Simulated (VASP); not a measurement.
# NaSr (R-3m) in VASP: a series of runs

NaSr is run at these levels: PBE; tasks: single point.

Everything below comes from runs of VASP 6.6.1. Logs are shortened: lines on timing, memory, paths and dates and some standing lists are left out, and cuts for length are marked.

**1. The cell of the first run**

Symmetry: R-3m, No. 166, trigonal system. The conventional cell has a = 4.154 Å, b = 4.154 Å, c = 19.513 Å, α = 90.00°, β = 90.00°, γ = 120.00°. Within 5.3 Å of Na (site symmetry -3m) lie 6 Sr at 4.04 Å and 6 Na at 4.15 Å. Within 5.3 Å of Sr (site symmetry -3m) lie 6 Na at 4.04 Å and 6 Sr at 4.15 Å.

**2. Single point, PBE**

Contents of INCAR:

```
SYSTEM = NaSr
PREC = Accurate ; ENCUT = 520
EDIFF = 1E-7 ; ISMEAR = 0
SIGMA = 0.2 ; LREAL = .False.
LASPH = .True. ; NELM = 80
ALGO = Fast ; ISIF = 2
LWAVE = .False. ; LCHARG = .False.
GGA = PE ; NBANDS = 25
```

Contents of KPOINTS:

```
regular mesh
0
Gamma
  6 6 4
  0 0 0
```

Contents of POSCAR:

```
NaSr
1.0
   -2.0769748847     -3.5974260264      0.0000000000
    0.0000000000      2.3982840176     -6.5044597000
    6.2309246542     -3.5974260264      0.0000000000
Na Sr
2 2
Direct
    0.0000000000      0.0000000000      0.0000000000
    0.5000000000      0.0000000000      0.5000000000
    0.2500000000      0.5000000000      0.7500000000
    0.7500000000      0.5000000000      0.2500000000
```

Potentials or basis: VASP PAW PBE potentials, release 64 (Na_pv, Sr_sv).

Command:

```console
$ cat potpaw_PBE.64/Na_pv/POTCAR potpaw_PBE.64/Sr_sv/POTCAR > POTCAR
$ mpirun -np 1 vasp_std > vasp.out
```

OUTCAR:

```text
SYSTEM = NaSr
   PREC = Accurate
   ENCUT = 520
   EDIFF = 1E-7
   ISMEAR = 0
   LREAL = .False.
   LASPH = .True.
   NELM = 80
   ISIF = 2
   GGA = PE

 ion  position               nearest neighbor table
   1  0.000  0.000  0.000-
   2  0.500  0.000  0.500-
   3  0.250  0.500  0.750-   4 4.15   4 4.15   4 4.15   4 4.15
   4  0.750  0.500  0.250-   3 4.15   3 4.15   3 4.15   3 4.15

  LATTYP: Found a base centered monoclinic cell.
 ALAT       =    13.2281423558
 B/A-ratio  =     0.3140236669
 C/A-ratio  =     0.5439049459
 COS(beta)  =    -0.1813016486

  Lattice vectors:

 A1 = (  -2.0769748847,  -1.1991420088,  -6.5044597000)
 A2 = (   0.0000000000,   2.3982840176,  -6.5044597000)
 A3 = (   6.2309246542,  -3.5974260264,   0.0000000000)

Analysis of symmetry for initial positions (statically):
=====================================================================
 Subroutine PRICEL returns following result:

  LATTYP: Found a trigonal (rhomboedric) cell.
 ALAT       =     6.9325148552
 COS(alpha) =     0.8204808150

  Lattice vectors:

 A1 = (   0.0000000000,   2.3982840176,  -6.5044597000)
 A2 = (   2.0769748848,  -1.1991420088,  -6.5044597000)
 A3 = (  -2.0769748847,  -1.1991420088,  -6.5044597000)

   2 primitive cells build up your supercell.

 Routine SETGRP: Setting up the symmetry group for a
 base centered monoclinic supercell.

 Subroutine GETGRP returns: Found  4 space group operations
 (whereof  4 operations were pure point group operations)
 out of a pool of  4 trial point group operations.

The static configuration has the point symmetry C_2h.

Analysis of symmetry for dynamics (positions and initial velocities):
=====================================================================
 Subroutine PRICEL returns following result:

  LATTYP: Found a trigonal (rhomboedric) cell.
 ALAT       =     6.9325148552
 COS(alpha) =     0.8204808150

  Lattice vectors:

 A1 = (   0.0000000000,   2.3982840176,  -6.5044597000)
 A2 = (   2.0769748848,  -1.1991420088,  -6.5044597000)
 A3 = (  -2.0769748847,  -1.1991420088,  -6.5044597000)

   2 primitive cells build up your supercell.

 Routine SETGRP: Setting up the symmetry group for a
[... 99 lines left out ...]
   ICHARG =      2    charge: 1-file 2-atom 10-const
   ISPIN  =      1    spin polarized calculation?
   LNONCOLLINEAR =      F non collinear calculations
   LSORBIT =      F    spin-orbit coupling
   LASPH  =      T    aspherical Exc in radial PAW
   ENCUT  =  520.0 eV  38.22 Ry    6.18 a.u.   7.72 12.89 13.38*2*pi/ulx,y,z
   NELM   =     80;   NELMIN=  2; NELMDL= -5     # of ELM steps
   EDIFF  = 0.1E-06   stopping-criterion for ELM
   LREAL  =      F    real-space projection
   EDIFFG = 0.1E-05   stopping-criterion for IOM
   NSW    =      0    number of steps for IOM
   IBRION =     -1    ionic relax: 0-MD 1-quasi-New 2-CG
   NFREE  =      0    steps in history (QN), initial steepest desc. (CG)
   ISIF   =      2    stress and relaxation
   ISYM   =      2    0-nonsym 1-usesym 2-fastsym
   POTIM  = 0.5000    time-step for ionic-motion
   TEBEG  =    0.0;   TEEND  =   0.0 temperature during run
   PSTRESS=    0.0 pullay stress
   NELECT =      34.0000    total number of electrons
   NUPDOWN=      -1.0000    fix difference up-down
   EMIN   =  10.00;   EMAX   =-10.00  energy-range for DOS
   EFERMI =   0.00;   METHOD = LEGACY
   ISMEAR =     0;   SIGMA  =   0.20  broadening in eV -4-tet -1-fermi 0-gaus
   EFERMI_NEDOS =   21; number of points for ismear=-14 and -15
   IALGO  =     68    algorithm
   IMIX   =      4    mixing-type and parameters
     AMIX     =   0.40;   BMIX     =  1.00
     AMIX_MAG =   1.60;   BMIX_MAG =  1.00
  volume/ion in A,a.u.               =      48.60       327.97
  Fermi-wavevector in a.u.,A,eV,Ry     =   0.915524  1.730089 11.404186  0.838184
  Thomas-Fermi vector in A             =   2.040275
   LORBIT       =      0    0 simple, 1 ext, 2 COOP (PROOUT), +10 PAW based schemes
   GGA     = PE    functional components
   LHFCALC =     F    Hartree Fock is set to
   AEXX    =    0.0000 exact exchange contribution
   IVDW    =     0    specifies the selected vdW correction
   LEPSILON=     F    determine dielectric tensor
   LRPA    =     F    only Hartree local field effects (RPA)
 non-spin polarized calculation
 RMM-DIIS sequential band-by-band and
 Gauss-broadening in eV      SIGMA  =   0.20
  energy-cutoff  :      520.00
  volume of cell :      194.40
 maximum number of plane-waves:      5273
   NGX = 15   NGY = 25   NGZ = 27

 number of electron      34.0000009 magnetization

 Free energy of the ion-electron system (eV)
  ---------------------------------------------------
  ext. energy  EPLUGINS =         0.00000000
  ---------------------------------------------------
  free energy    TOTEN  =        -5.65419446 eV

  energy without entropy =       -5.58176772  energy(sigma->0) =       -5.61798109

 E-fermi :   0.8693     XC(G=0):  -6.8382

 val. band max:        0.8607863968   @ k =   0.5000   0.0000   0.5000
 cond. band min:       0.8738096314   @ k =   0.0000   0.3333   0.0000
 fundamental gap:      0.0130232345
 Fermi energy:         0.8693018608

 k-point     1 :       0.0000    0.0000    0.0000
  band No.  band energies     occupation
      1     -35.8846      2.00000
      2     -35.8712      2.00000
      3     -23.8711      2.00000
      4     -23.8711      2.00000
      5     -23.8698      2.00000
      6     -23.8649      2.00000
[... 661 lines left out ...]
     24       3.6073      0.00000
     25       3.7346      0.00000

 [... further k-points ...]

------------------------ aborting loop because EDIFF is reached ----------------------------------------

  FORCE on cell =-STRESS in cart. coord.  units (eV):
  Direction    XX          YY          ZZ          XY          YZ          ZX
  --------------------------------------------------------------------------------------
  -------------------------------------------------------------------------------------
  Total       -0.0192969     -0.0591360      0.0742904     -0.0345017     -0.0227733      0.0394444
  in kB       -0.1590390     -0.4873807      0.6122788     -0.2843522     -0.1876901      0.3250886
  external PRESSURE =      -0.0113803 kB  Pullay stress =       0.0000000 kB

 VOLUME and BASIS-vectors are now :
 -----------------------------------------------------------------------------
  energy-cutoff  :      520.00
  volume of cell :      194.40
      direct lattice vectors                 reciprocal lattice vectors
    -2.076974885 -3.597426026  0.000000000    -0.120367368 -0.208482397 -0.076870336
     0.000000000  2.398284018 -6.504459700     0.000000000  0.000000000 -0.153740671
     6.230924654 -3.597426026  0.000000000     0.120367368 -0.069494132 -0.025623445

 POSITION                                       TOTAL-FORCE (eV/Angst)
 -----------------------------------------------------------------------------------
      0.00000      0.00000      0.00000        -0.000000      0.000000     -0.000000
      2.07697     -3.59743      0.00000        -0.000000      0.000000     -0.000000
      4.15395     -2.39828     -3.25223         0.000000     -0.000000      0.000000
      0.00000     -2.39828     -3.25223         0.000000     -0.000000      0.000000
 -----------------------------------------------------------------------------------
    total drift:                               -0.000000      0.000000     -0.000000

  FREE ENERGIE OF THE ION-ELECTRON SYSTEM (eV)
  ---------------------------------------------------
  free  energy   TOTEN  =        -5.6541944552 eV

  energy  without entropy=       -5.5817677153  energy(sigma->0) =       -5.61798109
```

stdout:

```text
POSCAR found type information on POSCAR NaSr
 POSCAR found :  2 types and       4 ions
[... 27 lines left out ...]
 num prob  num prob  num prob  num prob  num prob  num prob  num prob RMM:  26    -0.565419436772E+01   -0.10726E-06   -0.11634E-06  2086   0.220E-03    0.309E-03
 num prob  num prob  num prob  num prob  num prob  num prob WARNING in EDDRMM: call to ZHEGV failed, returncode =   6  3     21
 num prob  num prob  num prob  num prob  num prob  num prob  num prob  num prob  num prob  num prob  num prob  num prob  num prob  num prob  num prob  num prob  num prob  num prob  num prob  num prob  num prob  num prob WARNING in EDDRMM: call to ZHEGV failed, returncode =   6  3     21
 num prob  num prob  num prob  num prob  num prob  num prob  num prob  num prob  num prob  num prob  num prob  num prob  num prob  num prob  num prob  num prob  num prob  num prob  num prob  num prob  num prob RMM:  27    -0.565419445523E+01   -0.87508E-07   -0.88848E-07  1955   0.196E-03
```

Run time: 3 min. Hardware: 1 thread of Intel Xeon 6975P-C (Granite Rapids), shared host; peak memory 0.42 GiB.

Results:

* Free energy: -5.6542 eV
* Pressure: 0.0 GPa
* Band gap on the k mesh: zero (bands 17 and 18 overlap by 1.72 eV)

Stress tensor (GPa, compression positive):
```
-0.02 -0.03  0.03
-0.03 -0.05 -0.02
 0.03 -0.02  0.06
```

Levels at points of the mesh, in eV from the Fermi level:
```tsv
k point	band 14	band 15	band 16	band 17	band 18	band 19	band 20	band 21
(0.00, 0.00, 0.00)	-18.63	-3.39	-0.73	-0.36	-0.01	0.30	0.45	1.43
(0.50, 0.00, 0.00)	-18.71	-0.85	-0.85	0.33	0.33	0.60	0.60	1.68
(0.00, 0.50, 0.00)	-18.63	-2.75	-1.99	-0.62	0.09	0.26	1.36	1.52
(0.00, 0.00, 0.50)	-18.65	-2.51	-2.51	0.08	0.08	0.83	0.83	1.39
(0.50, 0.00, 0.50)	-18.68	-0.73	-0.62	-0.01	0.09	0.26	0.30	1.36
(0.00, 0.50, 0.50)	-18.65	-1.96	-1.96	-1.25	-1.25	1.32	1.32	1.90
```

**3. Single point, PBE**

This run uses another cell than the first one: it holds 2 atoms, not 4.

Contents of INCAR:

```
SYSTEM = NaSr
PREC     = Accurate       ! precision mode
ENCUT    = 520            ! plane-wave cutoff, eV
EDIFF    = 1E-6           ! SCF threshold, eV
ISMEAR   = 0              ! smearing method
SIGMA    = 0.1            ! smearing width, eV
LREAL    = .FALSE.        ! projectors in reciprocal space
LASPH    = .TRUE.         ! aspherical terms in the spheres
NELM     = 100            ! most SCF steps
ALGO     = Fast           ! electronic algorithm
ISIF     = 2              ! what is computed and relaxed
LWAVE    = .FALSE.        ! write WAVECAR
LCHARG   = .FALSE.        ! write CHGCAR
GGA      = PE             ! functional
NBANDS   = 16             ! bands
```

Contents of KPOINTS:

```
regular mesh
0
G
  18 18 18
  0 0 0
```

Contents of POSCAR:

```
NaSr
1.0
    2.0769748847      1.1991420088      6.5044597000
   -2.0769748847      1.1991420088      6.5044597000
    0.0000000000     -2.3982840176      6.5044597000
Na Sr
1 1
Direct
    0.0000000000      0.0000000000      0.0000000000
    0.5000000000      0.5000000000      0.5000000000
```

Potentials or basis: VASP PAW PBE potentials, release 64 (Na_pv, Sr_sv).

Command:

```console
$ cat potpaw_PBE.64/Na_pv/POTCAR potpaw_PBE.64/Sr_sv/POTCAR > POTCAR
$ mpirun -np 1 vasp_std > vasp.out
```

It took 18 min on 1 thread of Intel Xeon 6975P-C (Granite Rapids), shared host; peak memory 1.1 GiB.

Results (log left out):

```yaml
Free_energy: -2.8110 eV
Pressure: 0.0 GPa
Band_gap_on_the_k_mesh: zero (an odd number of electrons rules out a gap without spin polarisation)
```

Levels at points of the mesh, in eV from the Fermi level:
```csv
k point,band 7,band 8,band 9,band 10,band 11,band 12
"(0.00, 0.00, 0.00)",-18.64,-3.40,-0.37,0.45,2.44,2.44
"(0.50, 0.00, 0.00)",-18.68,-0.73,-0.01,0.29,1.42,2.49
"(0.50, 0.50, 0.00)",-18.68,-0.62,0.08,0.25,1.36,1.83
"(0.50, 0.50, 0.50)",-18.64,-2.75,-1.99,1.52,2.44,2.44
```
